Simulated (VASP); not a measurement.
# Ni (P6_3/mmc) in VASP: a series of runs

The runs below take Ni through single point, with LDA.

Everything below comes from runs of VASP 6.6.1. Logs are shortened: lines on timing, memory, paths and dates and some standing lists are left out, and cuts for length are marked.

**1. The cell of the first run**

The structure is hexagonal, space group P6_3/mmc (No. 194). The conventional cell has a = 2.448 Å, b = 2.448 Å, c = 4.276 Å, α = 90.00°, β = 90.00°, γ = 120.00°. Within 3.2 Å of Ni (site symmetry -6m2) lie 12 Ni at 2.45 to 2.56 Å.

This isn't the form of Ni at room conditions, which is fcc.

**2. Single point, LDA, collinear spin, antiferromagnetic start**

File INCAR:

```
SYSTEM = Ni
PREC     = Accurate       ! precision mode
ENCUT    = 520            ! plane-wave cutoff, eV
EDIFF    = 1E-6           ! SCF threshold, eV
ISMEAR   = -1             ! smearing method
SIGMA    = 0.05           ! smearing width, eV
LREAL    = .FALSE.        ! projectors in reciprocal space
LASPH    = .TRUE.         ! aspherical terms in the spheres
NELM     = 150            ! most SCF steps
ALGO     = Normal         ! electronic algorithm
ISIF     = 2              ! what is computed and relaxed
LWAVE    = .FALSE.        ! write WAVECAR
LCHARG   = .FALSE.        ! write CHGCAR
ISPIN    = 2              ! spin polarisation
MAGMOM   = 1 -1           ! initial moments
LORBIT   = 11             ! projections on sites
LMAXMIX  = 4              ! l up to which the mixer works
NBANDS   = 21             ! bands
```

File KPOINTS:

```
Automatic mesh
0
G
  16 16 9
  0 0 0
```

File POSCAR:

```
Ni
1.0
    2.4480230000      0.0000000000      0.0000000000
   -1.2240110000      2.1200500000      0.0000000000
    0.0000000000      0.0000000000      4.2764484000
Ni
2
Direct
    0.3333333333      0.6666666667      0.2500000000
    0.6666666667      0.3333333333      0.7500000000
```

Potentials or basis: VASP PAW LDA potentials, release 64 (Ni).

Run with:

```
$ cat potpaw_LDA.64/Ni/POTCAR > POTCAR
$ mpirun -np 1 vasp_std > vasp.out
```

OUTCAR:

```text
SYSTEM = Ni
   PREC = Accurate
   ENCUT = 520
   EDIFF = 1E-6
   ISMEAR = -1
   LREAL = .FALSE.
   LASPH = .TRUE.
   NELM = 150
   ISIF = 2
   ISPIN = 2
   LORBIT = 11

 ion  position               nearest neighbor table
   1  0.333  0.667  0.250-   2 2.56   2 2.56   2 2.56   2 2.56   2 2.56   2 2.56
   2  0.667  0.333  0.750-   1 2.56   1 2.56   1 2.56   1 2.56   1 2.56   1 2.56

  LATTYP: Found a hexagonal cell.
 ALAT       =     2.4480230000
 C/A-ratio  =     1.7468987832

  Lattice vectors:

 A1 = (   2.4480230000,   0.0000000000,   0.0000000000)
 A2 = (  -1.2240110000,   2.1200500000,   0.0000000000)
 A3 = (   0.0000000000,   0.0000000000,   4.2764484000)

Analysis of symmetry for initial positions (statically):
=====================================================================
 Subroutine PRICEL returns:
 Original cell was already a primitive cell.

 Routine SETGRP: Setting up the symmetry group for a
 hexagonal supercell.

 Subroutine GETGRP returns: Found 24 space group operations
 (whereof 12 operations were pure point group operations)
 out of a pool of 24 trial point group operations.

The static configuration has the point symmetry D_3d.
 The point group associated with its full space group is D_6h.

Analysis of symmetry for dynamics (positions and initial velocities):
=====================================================================
 Subroutine PRICEL returns:
 Original cell was already a primitive cell.

 Routine SETGRP: Setting up the symmetry group for a
 hexagonal supercell.

 Subroutine GETGRP returns: Found 24 space group operations
 (whereof 12 operations were pure point group operations)
 out of a pool of 24 trial point group operations.

The dynamic configuration has the point symmetry D_3d.
 The point group associated with its full space group is D_6h.

Analysis of structural, dynamic, and magnetic symmetry:
=====================================================================
 Subroutine PRICEL returns:
 Original cell was already a primitive cell.

 Routine SETGRP: Setting up the symmetry group for a
 hexagonal supercell.

 Subroutine GETGRP returns: Found 24 space group operations
 (whereof 12 operations were pure point group operations)
 out of a pool of 24 trial point group operations.

The overall configuration has the point symmetry D_3d.
 The point group associated with its full space group is D_6h.

 Subroutine INISYM returns: Found 24 space group operations
 (whereof 12 operations are pure point group operations),
 and found     1 'primitive' translations

[... 115 lines left out ...]
  volume/ion in A,a.u.               =      11.10        74.89
  Fermi-wavevector in a.u.,A,eV,Ry     =   1.581260  2.988148 34.019768  2.500382
  Thomas-Fermi vector in A             =   2.681362
   LORBIT       =     11    0 simple, 1 ext, 2 COOP (PROOUT), +10 PAW based schemes
   GGA     = CA    functional components
   LHFCALC =     F    Hartree Fock is set to
   AEXX    =    0.0000 exact exchange contribution
   IVDW    =     0    specifies the selected vdW correction
   LEPSILON=     F    determine dielectric tensor
   LRPA    =     F    only Hartree local field effects (RPA)
 spin polarized calculation
  energy-cutoff  :      520.00
  volume of cell :       22.19
 maximum number of plane-waves:       613
   NGX =  9   NGY =  9   NGZ = 15

 number of electron      19.9999987 magnetization      -0.0000000

 number of electron      19.9999987 magnetization       0.0000000

 Free energy of the ion-electron system (eV)
  ---------------------------------------------------
  ext. energy  EPLUGINS =         0.00000000
  ---------------------------------------------------
  free energy    TOTEN  =       -12.88049562 eV

  energy without entropy =      -12.81930512  energy(sigma->0) =      -12.84990037

 E-fermi :   8.5981     XC(G=0): -13.4893

 val. band max:        8.5981152437   @ k =   0.3125   0.1250   0.2222
 cond. band min:       8.5999296454   @ k =   0.4375   0.1250   0.1111
 fundamental gap:      0.0018144018
 Fermi energy:         8.5981405452

 spin component 1

 k-point     1 :       0.0000    0.0000    0.0000
  band No.  band energies     occupation
      1      -0.0783      1.00000
      2       4.1281      1.00000
      3       6.5131      1.00000
      4       6.8103      1.00000
      5       6.8104      1.00000
      6       7.0174      1.00000
[... 565 lines left out ...]
     20      37.9606      0.00000
     21      37.9871      0.00000

 [... further k-points ...]

 spin component 2

 k-point     1 :       0.0000    0.0000    0.0000
  band No.  band energies     occupation
      1      -0.0783      1.00000
      2       4.1281      1.00000
      3       6.5131      1.00000
      4       6.8103      1.00000
      5       6.8104      1.00000
      6       7.0174      1.00000
[... 565 lines left out ...]
     20      37.9606      0.00000
     21      37.9871      0.00000

 [... further k-points ...]

------------------------ aborting loop because EDIFF is reached ----------------------------------------

  FORCE on cell =-STRESS in cart. coord.  units (eV):
  Direction    XX          YY          ZZ          XY          YZ          ZX
  --------------------------------------------------------------------------------------
  -------------------------------------------------------------------------------------
  Total       -2.2050303     -2.2050301     -3.6539881     -0.0000005      0.0000000     -0.0000000
  in kB     -159.1769994   -159.1769833   -263.7745437     -0.0000375      0.0000000     -0.0000000
  external PRESSURE =    -194.0428421 kB  Pullay stress =       0.0000000 kB

 VOLUME and BASIS-vectors are now :
 -----------------------------------------------------------------------------
  energy-cutoff  :      520.00
  volume of cell :       22.19
      direct lattice vectors                 reciprocal lattice vectors
     2.448023000  0.000000000  0.000000000     0.408492894  0.235843398  0.000000000
    -1.224011000  2.120050000  0.000000000     0.000000000  0.471686989  0.000000000
     0.000000000  0.000000000  4.276448400     0.000000000  0.000000000  0.233838902

 POSITION                                       TOTAL-FORCE (eV/Angst)
 -----------------------------------------------------------------------------------
      0.00000      1.41337      1.06911        -0.000000     -0.000000      0.000000
      1.22401      0.70668      3.20734         0.000000      0.000000      0.000000
 -----------------------------------------------------------------------------------
    total drift:                               -0.000000      0.000000     -0.000000

  FREE ENERGIE OF THE ION-ELECTRON SYSTEM (eV)
  ---------------------------------------------------
  free  energy   TOTEN  =       -12.8804956225 eV

  energy  without entropy=      -12.8193051217  energy(sigma->0) =      -12.84990037

 total charge

# of ion       s       p       d       tot
------------------------------------------
    1        0.489   0.475   8.332   9.296
    2        0.489   0.475   8.332   9.296
--------------------------------------------------
tot          0.979   0.949  16.664  18.592

 magnetization (x)

# of ion       s       p       d       tot
------------------------------------------
    1       -0.000  -0.000   0.001   0.001
    2        0.000   0.000  -0.001  -0.001
--------------------------------------------------
tot          0.000   0.000   0.000   0.000
```

Wall time 2.6 min (1 thread of Intel Xeon Platinum 8259CL at 2.50GHz (Skylake/Cascade Lake), shared host); peak memory 0.2 GiB.

What came out:

```
Free energy                                           : -12.8805 eV
Pressure                                              : -19.4 GPa
Band gap on the k mesh                                : zero (filled and empty bands overlap)
Net moment                                            : 0.00 μB per cell
Valence electrons inside the program's atomic spheres : Ni 9.30
```

Stress tensor (GPa, compression positive):
```
-15.92   0.00   0.00
  0.00 -15.92   0.00
  0.00   0.00 -26.38
```

Caveat: the cell stands under tension.

**3. Single point, LDA, collinear spin, antiferromagnetic start**

This run uses another cell than the first one, of 10.04 Å³/atom.

File INCAR:

```
SYSTEM = Ni
ALGO     = Normal         ! electronic algorithm
EDIFF    = 1E-7           ! SCF threshold, eV
ENCUT    = 520            ! plane-wave cutoff, eV
GGA      = CA             ! functional
ISIF     = 2              ! what is computed and relaxed
ISMEAR   = -1             ! smearing method
ISPIN    = 2              ! spin polarisation
LASPH    = .TRUE.         ! aspherical terms in the spheres
LCHARG   = .FALSE.        ! write CHGCAR
LMAXMIX  = 4              ! l up to which the mixer works
LORBIT   = 11             ! projections on sites
LREAL    = .FALSE.        ! projectors in reciprocal space
LWAVE    = .FALSE.        ! write WAVECAR
MAGMOM   = 1 -1           ! initial moments
NBANDS   = 21             ! bands
NELM     = 150            ! most SCF steps
PREC     = Accurate       ! precision mode
SIGMA    = 0.05           ! smearing width, eV
```

File KPOINTS:

```
k-points
0
G
  16 16 9
  0 0 0
```

POSCAR: that of step 2 with these lines changed.

```diff
@@ -4,3 +4,3 @@
    -1.2240110000      2.1200500000      0.0000000000
-    0.0000000000      0.0000000000      4.2764484000
+    0.0000000000      0.0000000000      3.8691676000
 Ni
```

Potentials or basis: VASP PAW LDA potentials, release 64 (Ni).

Run with:

```
$ cat potpaw_LDA.64/Ni/POTCAR > POTCAR
$ mpirun -np 1 vasp_std > vasp.out
```

OUTCAR:

```text
SYSTEM = Ni
   EDIFF = 1E-7
   ENCUT = 520
   GGA = CA
   ISIF = 2
   ISMEAR = -1
   ISPIN = 2
   LASPH = .TRUE.
   LORBIT = 11
   LREAL = .FALSE.
   NELM = 150
   PREC = Accurate

 ion  position               nearest neighbor table
   1  0.333  0.667  0.250-   2 2.40   2 2.40   2 2.40   2 2.40   2 2.40   2 2.40
   2  0.667  0.333  0.750-   1 2.40   1 2.40   1 2.40   1 2.40   1 2.40   1 2.40

  LATTYP: Found a hexagonal cell.
 ALAT       =     2.4480230000
 C/A-ratio  =     1.5805274705

  Lattice vectors:

 A1 = (   2.4480230000,   0.0000000000,   0.0000000000)
 A2 = (  -1.2240110000,   2.1200500000,   0.0000000000)
 A3 = (   0.0000000000,   0.0000000000,   3.8691676000)

Analysis of symmetry for initial positions (statically):
[... 1371 lines left out ...]
  volume of cell :       20.08
      direct lattice vectors                 reciprocal lattice vectors
     2.448023000  0.000000000  0.000000000     0.408492894  0.235843398  0.000000000
    -1.224011000  2.120050000  0.000000000     0.000000000  0.471686989  0.000000000
     0.000000000  0.000000000  3.869167600     0.000000000  0.000000000  0.258453524

 POSITION                                       TOTAL-FORCE (eV/Angst)
 -----------------------------------------------------------------------------------
      0.00000      1.41337      0.96729         0.000000      0.000000      0.000000
      1.22401      0.70668      2.90188        -0.000000     -0.000000      0.000000
 -----------------------------------------------------------------------------------
    total drift:                               -0.000000      0.000000     -0.000000

  FREE ENERGIE OF THE ION-ELECTRON SYSTEM (eV)
  ---------------------------------------------------
  free  energy   TOTEN  =       -13.0377012849 eV

  energy  without entropy=      -12.9744175829  energy(sigma->0) =      -13.00605943

 total charge

# of ion       s       p       d       tot
------------------------------------------
    1        0.531   0.566   8.381   9.478
    2        0.531   0.566   8.381   9.478
--------------------------------------------------
tot          1.061   1.133  16.761  18.956

 magnetization (x)

# of ion       s       p       d       tot
------------------------------------------
    1       -0.000  -0.000  -0.000  -0.000
    2        0.000   0.000   0.000   0.000
--------------------------------------------------
tot          0.000   0.000   0.000   0.000
```

OSZICAR:

```text
N       E                     dE             d eps       ncg     rms          rms(c)
DAV:   1     0.938973705911E+02    0.93897E+02   -0.91317E+03 13741   0.143E+03
DAV:   2    -0.944811581730E+01   -0.10335E+03   -0.95281E+02 12825   0.237E+02
DAV:   3    -0.150938149075E+02   -0.56457E+01   -0.54449E+01 14345   0.633E+01
DAV:   4    -0.151630938098E+02   -0.69279E-01   -0.69227E-01 14561   0.662E+00
DAV:   5    -0.151649153331E+02   -0.18215E-02   -0.18214E-02 14629   0.107E+00    0.159E+01
DAV:   6    -0.136426149029E+02    0.15223E+01   -0.70797E+00 15087   0.586E+01    0.797E+00
DAV:   7    -0.130748063194E+02    0.56781E+00   -0.15864E+00 14788   0.239E+01    0.303E+00
DAV:   8    -0.130404596828E+02    0.34347E-01   -0.68568E-02 19207   0.382E+00    0.948E-01
DAV:   9    -0.130378193629E+02    0.26403E-02   -0.71027E-03 19585   0.111E+00    0.383E-01
DAV:  10    -0.130374058486E+02    0.41351E-03   -0.46279E-03 22032   0.999E-01    0.129E-01
DAV:  11    -0.130374856702E+02   -0.79822E-04   -0.24628E-04 18652   0.159E-01    0.108E-01
DAV:  12    -0.130377026876E+02   -0.21702E-03   -0.34220E-03 18520   0.803E-01    0.516E-02
DAV:  13    -0.130377033884E+02   -0.70082E-06   -0.11862E-04 19475   0.137E-01    0.249E-02
DAV:  14    -0.130376969505E+02    0.64379E-05   -0.64942E-06 18157   0.237E-02    0.124E-02
DAV:  15    -0.130377009397E+02   -0.39892E-05   -0.87424E-05 18516   0.124E-01    0.440E-03
DAV:  16    -0.130377012838E+02   -0.34410E-06   -0.92596E-06 20044   0.385E-02    0.164E-03
DAV:  17    -0.130377012849E+02   -0.11187E-08   -0.34000E-07  9099   0.606E-03
   1 F= -.13037701E+02 E0= -.13006059E+02  d E =-.632837E-01  mag=     0.0000
```

Wall time 3.8 min (1 thread of Intel Xeon 8259CL, shared host); peak memory 0.19 GiB.

Results:

| Quantity | Value |
| --- | --- |
| Free energy | -13.0377 eV |
| Pressure | 0.0 GPa |
| Band gap on the k mesh | zero (filled and empty bands overlap) |
| Net moment | 0.00 μB per cell |
| Valence electrons inside the program's atomic spheres | Ni 9.48 |

**4. Single point, LDA, collinear spin, antiferromagnetic start**

This run uses another cell than the first one, of 10.22 Å³/atom.

INCAR: that of step 3 with these lines changed.

```diff
@@ -2,3 +2,3 @@
 ALGO     = Normal         ! electronic algorithm
-EDIFF    = 1E-7           ! SCF threshold, eV
+EDIFF    = 1E-6           ! SCF threshold, eV
 ENCUT    = 520            ! plane-wave cutoff, eV
```

KPOINTS is that of step 3.

POSCAR: that of step 3 with these lines changed.

```diff
@@ -4,3 +4,3 @@
    -1.2240110000      2.1200500000      0.0000000000
-    0.0000000000      0.0000000000      3.8691676000
+    0.0000000000      0.0000000000      3.9370477333
 Ni
```

Run with:

```
$ cat potpaw_LDA.64/Ni/POTCAR > POTCAR
$ mpirun -np 1 vasp_std > vasp.out
```

Run time: 4.1 min. Hardware: 1 thread of Intel Xeon 8259CL, shared host; peak memory 0.19 GiB.

It converged, with:

```yaml
Free_energy: -13.0437 eV
Pressure: -4.5 GPa
Band_gap_on_the_k_mesh: zero (filled and empty bands overlap)
Net_moment: 0.00 μB per cell
Valence_electrons_inside_the_program's_atomic_spheres: Ni 9.44
```

Stress tensor (GPa, compression positive):
```
-6.34  0.00  0.00
 0.00 -6.34  0.00
 0.00  0.00 -0.76
```

Levels at points of the mesh, in eV from the Fermi level:
Spin up:
```csv
k point,band 6,band 7,band 8,band 9,band 10,band 11,band 12,band 13,band 14,band 15
"(0.00, 0.00, 0.00)",-1.65,-1.65,-1.30,-1.30,-0.16,-0.16,-0.06,6.74,23.10,25.24
"(0.50, 0.00, 0.00)",-1.93,-1.60,-0.06,0.08,0.10,1.65,3.58,10.08,10.70,13.38
```
Spin down:
```
           k point  band 8  band 9  band 10  band 11  band 12  band 13
(0.00, 0.00, 0.00)   -1.30   -1.30    -0.16    -0.16    -0.06     6.74
(0.50, 0.00, 0.00)   -0.06    0.08     0.10     1.65     3.58    10.08
```

Caveat: the cell stands under tension.

**5. Single point, LDA, collinear spin, antiferromagnetic start**

This run uses another cell than the first one, of 10.39 Å³/atom.

File INCAR:

```
SYSTEM = Ni
PREC     = Accurate       ! precision mode
ENCUT    = 520            ! plane-wave cutoff, eV
EDIFF    = 1E-6           ! SCF threshold, eV
ISMEAR   = -1             ! smearing method
SIGMA    = 0.05           ! smearing width, eV
LREAL    = .False.        ! projectors in reciprocal space
LASPH    = .True.         ! aspherical terms in the spheres
NELM     = 150            ! most SCF steps
ALGO     = Normal         ! electronic algorithm
ISIF     = 2              ! what is computed and relaxed
LWAVE    = .False.        ! write WAVECAR
LCHARG   = .True.         ! write CHGCAR
ISPIN    = 2              ! spin polarisation
MAGMOM   = 1 -1           ! initial moments
LORBIT   = 11             ! projections on sites
LMAXMIX  = 4              ! l up to which the mixer works
GGA      = CA             ! functional
LELF     = .True.         ! ELF
LVHAR    = .True.       
NBANDS   = 21             ! bands
```

File KPOINTS:

```
regular mesh
0
Gamma
  16 16 9
  0 0 0
```

POSCAR: that of step 4 with these lines changed.

```diff
@@ -4,3 +4,3 @@
    -1.2240110000      2.1200500000      0.0000000000
-    0.0000000000      0.0000000000      3.9370477333
+    0.0000000000      0.0000000000      4.0049278667
 Ni
```

Run with:

```
$ cat potpaw_LDA.64/Ni/POTCAR > POTCAR
$ mpirun -np 1 vasp_std > vasp.out
```

It took 4.1 min on 1 thread of Intel Xeon 8259CL, shared host; peak memory 0.2 GiB.

The run converged. Its results:

```yaml
Free_energy: -13.0349 eV
Pressure: -8.4 GPa
Band_gap_on_the_k_mesh: zero (filled and empty bands overlap)
Net_moment: 0.00 μB per cell
Valence_electrons_inside_the_program's_atomic_spheres: Ni 9.41
```

Stress tensor (GPa, compression positive):
```
-9.00  0.00  0.00
 0.00 -9.00  0.00
 0.00  0.00 -7.14
```

Levels at points of the mesh, in eV from the Fermi level:
Spin up:
| k point | band 6 | band 7 | band 8 | band 9 | band 10 | band 11 | band 12 | band 13 | band 14 | band 15 |
| --- | --- | --- | --- | --- | --- | --- | --- | --- | --- | --- |
| (0.00, 0.00, 0.00) | -1.63 | -1.63 | -1.19 | -1.19 | -0.21 | -0.14 | -0.14 | 6.36 | 23.20 | 25.34 |
| (0.50, 0.00, 0.00) | -1.92 | -1.60 | -0.03 | 0.06 | 0.11 | 1.66 | 3.58 | 9.87 | 10.44 | 13.14 |
Spin down:
| k point | band 8 | band 9 | band 10 | band 11 | band 12 | band 13 |
| --- | --- | --- | --- | --- | --- | --- |
| (0.00, 0.00, 0.00) | -1.19 | -1.19 | -0.21 | -0.14 | -0.14 | 6.36 |
| (0.50, 0.00, 0.00) | -0.03 | 0.06 | 0.11 | 1.66 | 3.58 | 9.87 |

Caveat: the cell stands under tension.

**6. Overview**

```csv
cell,gap on the mesh (eV),pressure (GPa),moment (μB)
"a = 2.448, b = 2.448, c = 4.276 Å, angles 90.0, 90.0, 120.0°, 2 atoms",none,-19.4,0.00
"a = 2.448, b = 2.448, c = 3.869 Å, angles 90.0, 90.0, 120.0°, 2 atoms",none,0.0,0.00
"a = 2.448, b = 2.448, c = 3.937 Å, angles 90.0, 90.0, 120.0°, 2 atoms",none,-4.5,0.00
"a = 2.448, b = 2.448, c = 4.005 Å, angles 90.0, 90.0, 120.0°, 2 atoms",none,-8.4,0.00
```

Alike in all rows: task single point; level LDA; potentials or basis VASP PAW LDA potentials, release 64 (Ni); spin collinear, antiferromagnetic start; k mesh 16 × 16 × 9; cutoff (eV) 520; smearing fermi-dirac 0.05 eV.

Caveats: the cell stands under tension (at least some runs).

Total energies depend on the potentials used, so only differences within one code and one set of settings carry meaning.
